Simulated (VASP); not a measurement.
Wanted: the native input for a VASP 6.6.1 run.

```yaml
Task: single point
Functional: r2SCAN
Potentials_or_basis: VASP PAW PBE potentials, release 64 (V_sv)
Cutoff: 520 eV
k_mesh: 13 × 13 × 7
Occupations: fermi-dirac, width 0.05 eV
Spin: collinear spin, ferromagnetic start
Starting_moments: "[1.0, 1.0] μB"
Dipole_correction: no
Further_INCAR_settings: ALGO = Normal; EDIFF = 1e-06; NBANDS = 24
```

Crystal: V.

```
V
1.0
     2.59882    0.00000    0.00000
    -1.29941    2.25065    0.00000
     0.00000    0.00000    4.66175
V
2
Direct
  0.33333 0.66667 0.25000
  0.66667 0.33333 0.75000
```

This isn't the form of V at room conditions, which is bcc.

These files were run (other wordings do the same):

POSCAR

```
V
1.0
    2.5988217757      0.0000000000      0.0000000000
   -1.2994108878      2.2506456776      0.0000000000
    0.0000000000      0.0000000000      4.6617469748
V
2
Direct
    0.3333333333      0.6666666667      0.2500000000
    0.6666666667      0.3333333333      0.7500000000
```

INCAR.step1

```
PREC     = Accurate       # precision mode
ENCUT    = 520            # plane-wave cutoff, eV
ISMEAR   = -1             # smearing method
SIGMA    = 0.05           # smearing width, eV
LREAL    = False          # projectors in reciprocal space
LASPH    = True           # aspherical terms in the spheres
NELM     = 150            # most SCF steps
ISPIN    = 2              # spin polarisation
MAGMOM   = 1 1            # initial moments
LMAXMIX  = 4              # l up to which the mixer works
NBANDS   = 24             # bands
GGA      = PE             # functional
ALGO     = Normal         # electronic algorithm
EDIFF    = 1E-4           # SCF threshold, eV
LWAVE    = True           # write WAVECAR
LCHARG   = False          # write CHGCAR
```

INCAR.step2

```
PREC     = Accurate       # precision mode
ENCUT    = 520            # plane-wave cutoff, eV
EDIFF    = 1E-6           # SCF threshold, eV
ISMEAR   = -1             # smearing method
SIGMA    = 0.05           # smearing width, eV
LREAL    = False          # projectors in reciprocal space
LASPH    = True           # aspherical terms in the spheres
NELM     = 150            # most SCF steps
ALGO     = Normal         # electronic algorithm
ISIF     = 2              # what is computed and relaxed
LWAVE    = False          # write WAVECAR
LCHARG   = False          # write CHGCAR
ISPIN    = 2              # spin polarisation
MAGMOM   = 1 1            # initial moments
LORBIT   = 11             # projections on sites
LMAXMIX  = 4              # l up to which the mixer works
METAGGA  = R2SCAN         # meta-GGA
LMIXTAU  = True         
NBANDS   = 24             # bands
ISTART   = 1
```

KPOINTS

```
Automatic mesh
0
Gamma
  13 13 7
```

Potentials or basis: VASP PAW PBE potentials, release 64 (V_sv).

Run with:

```sh
$ cat potpaw_PBE.64/V_sv/POTCAR > POTCAR
$ cp INCAR.step1 INCAR
$ mpirun -np 1 vasp_std > vasp.out
$ cp INCAR.step2 INCAR
$ mpirun -np 1 vasp_std > vasp.out
```

It gave:

```yaml
Pressure: 0.6 GPa
Band_gap_on_the_k_mesh: zero (filled and empty bands overlap)
Net_moment: 0.00 μB per cell
Valence_electrons_inside_the_program's_atomic_spheres: V 11.62
```

Caveat: the moments typed at the start vanished in this run; the PAW data sets were made with another functional, which shifts forces and pressure a little.

Run time: 3.7 min on 1 thread of AMD EPYC 9R45 96-Core Processor (Zen 5), with other jobs on the host, peak memory 0.18 GiB.
